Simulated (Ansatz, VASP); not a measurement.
Two plane-wave programs on InSb5

```
In Sb
1.0
     3.16157    0.00000    0.00000
     0.00000    3.16157    0.00000
     0.00000    0.00000   16.96639
In Sb
1 5
Direct
  0.50000 0.50000 0.00000
  0.50000 0.50000 0.34194
  0.50000 0.50000 0.65806
  0.00000 0.00000 0.16446
  0.00000 0.00000 0.83554
  0.00000 0.00000 0.50000
```

Change from the starting cell: species swapped into the Hf5Pb type (P4/mmm, No. 123).

Alike in both runs: functional PBE; k mesh 12 × 12 × 4; occupations gaussian, width 0.1 eV; no spin polarisation.

Ansatz relaxed the structure, and its values are those at the end. VASP's run is a single point on that final structure, the one shown.

|  | VASP | Ansatz |
| --- | --- | --- |
| version | VASP 6.6.1 | Ansatz 0.2.0 |
| potentials or method | VASP PAW PBE potentials, release 64 (In_d, Sb), cutoff 520 eV | scalar-relativistic, plane waves, PAW |
| valence electrons in the cell | 38 | 88 |

```tsv
	VASP	Ansatz	Ansatz less VASP
gap on the k mesh at the Fermi level (eV)	none	none	-
pressure (GPa)	-0.1	0.0	+0.08
```

A gap of «none» marks a metal or a gap that the smearing closes. VASP's potentials hold 38 valence electrons a cell and Ansatz's 88, so a difference there can come from the potentials and not from the codes.

Spin-orbit coupling is off throughout.
